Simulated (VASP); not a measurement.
## InP: single point with PBE

InP:

```
In P
1.0
     0.00000    2.98003    3.06944
     2.98003    0.00000    3.06944
     2.98003    2.98003    0.00000
In P
1 1
Direct
  0.00000 0.00000 0.00000
  0.75000 0.75000 0.75000
```

This cell differs from its parent crystal: strain +0.000 along x and y, +0.030 along z.

```yaml
Program: VASP 6.6.1
Task: single point
Functional: PBE
Potentials_or_basis: VASP PAW PBE potentials, release 64 (In_d, P)
Cutoff: 520 eV
k_mesh: 10 × 10 × 10
Occupations: gaussian, width 0.05 eV
Spin: no spin polarisation
Dipole_correction: no
Further_INCAR_settings: ALGO = Normal; EDIFF = 1e-07; NBANDS = 16
```

```json
{"Pressure": "-1.7 GPa", "Band gap on the k mesh": "0.23 eV, direct"}
```

Stress tensor (GPa, compression positive):
```
-1.28  0.00  0.00
 0.00 -1.28  0.00
 0.00  0.00 -2.57
```

Levels at points of the mesh, in eV from the valence-band top:
```tsv
k point	band 6	band 7	band 8	band 9	band 10	band 11	band 12	band 13
(0.00, 0.00, 0.00)	-11.04	-0.14	0.00	0.00	0.23	4.03	4.03	4.08
(0.50, 0.00, 0.00)	-9.57	-5.37	-1.00	-0.81	1.25	4.67	4.84	6.87
(0.50, 0.50, 0.00)	-9.06	-5.57	-2.00	-2.00	1.95	2.38	8.51	9.02
(0.50, 0.00, 0.50)	-8.98	-5.41	-2.16	-2.15	1.80	2.13	8.76	8.89
```

Run time: 33 s on 1 thread of Intel(R) Xeon(R) 6975P-C (Granite Rapids), on a shared host, peak memory 0.22 GiB.

Caveat: the cell differs from its parent crystal (strain +0.000 along x and y, +0.030 along z); spin-orbit coupling is left out, which moves the levels of the heavy elements.
